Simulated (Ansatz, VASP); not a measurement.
## TlCo2: VASP beside Ansatz

```
Tl Co
1.0
     0.00000    3.58986    3.58986
     3.58986    0.00000    3.58986
     3.58986    3.58986    0.00000
Tl Co
2 4
Cartesian
  0.0000 0.0000 0.0000
  1.7949 1.7949 1.7949
  4.4873 4.4873 4.4873
  4.4873 2.6924 2.6924
  2.6924 2.6924 4.4873
  2.6924 4.4873 2.6924
```

Alike in both runs: functional PBE; k mesh 4 × 4 × 4; occupations gaussian, width 0.1 eV; collinear spin.

Ansatz relaxed the structure, and its values are those at the end. VASP's run is a single point on that final structure, the one shown.

|  | VASP | Ansatz |
| --- | --- | --- |
| version | VASP 6.6.1 | Ansatz 0.2.0 |
| potentials or method | VASP PAW PBE potentials, release 64 (Tl_d, Co), cutoff 520 eV | scalar-relativistic, plane waves, PAW |
| valence electrons in the cell | 62 | 94 |

Ansatz gave:

| Quantity | Value |
| --- | --- |
| gap on the k mesh at the Fermi level (eV) | none |
| pressure (GPa) | -0.1 |
| net moment per atom (μB) | 1.21 |
| size of the moment on the site where the two differ most (μB) | 1.84 |

What did VASP give for the same quantities?

gap on the k mesh at the Fermi level (eV): none; pressure (GPa): -0.3; net moment per atom (μB): 1.20; size of the moment on the site where the two differ most (μB): 1.82.

Site moments also hang on the region over which each program counts them. A gap of «none» marks a metal or a gap that the smearing closes. With one functional, cell and mesh, what is left measures potentials, basis and numerics. VASP's potentials hold 62 valence electrons a cell and Ansatz's 94, so a difference there can come from the potentials and not from the codes.

The k mesh is coarse, so the values compare programs but aren't converged. Neither program's run includes spin-orbit coupling.
